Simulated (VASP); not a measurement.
# HfMg3: single point with PBE

HfMg3:

```xyz
4
Lattice="4.6190 0.0000 0.0000 0.0000 4.6190 0.0000 0.0000 0.0000 4.6190" Properties=species:S:1:pos:R:3 pbc="T T T"
Mg    2.3095    2.3095    0.0000
Mg    2.3095    0.0000    2.3095
Mg    0.0000    2.3095    2.3095
Hf    0.0000    0.0000    0.0000
```

This cell differs from its parent crystal: strained.

```
Program             : VASP 6.6.1
Task                : single point
Functional          : PBE
Potentials or basis : VASP PAW PBE potentials, release 64 (Mg, Hf_pv)
Cutoff              : 520 eV
k mesh              : 10 × 10 × 10
Occupations         : gaussian, width 0.1 eV
Spin                : no spin polarisation
```

* Pressure: -5.5 GPa
* Band gap on the k mesh: zero (bands 8 and 9 overlap by 1.35 eV)

Levels at points of the mesh, in eV from the Fermi level:
```
           k point  band 4  band 5  band 6  band 7  band 8  band 9  band 10  band 11  band 12  band 13
(0.00, 0.00, 0.00)   -6.40   -1.02   -1.02    0.53    0.53    0.53     1.17     1.17     1.17     1.54
(0.50, 0.00, 0.00)   -4.69   -4.34   -0.54   -0.22   -0.22    1.34     1.67     2.44     2.44     2.71
(0.50, 0.50, 0.00)   -3.29   -2.97   -2.51   -2.51    0.25    0.25     1.31     2.07     2.12     3.32
(0.50, 0.50, 0.50)   -2.04   -2.04   -2.04   -1.22   -0.78   -0.78    -0.78    -0.51     2.12     2.12
```

Wall time 69 s on 1 thread of AMD EPYC 7R43 64-Core Processor (Zen 3) (shared host), peak memory 0.22 GiB.

Caveat: the cell differs from its parent crystal (strained); the cell stands under tension; spin-orbit coupling is left out, which moves the levels of the heavy elements.
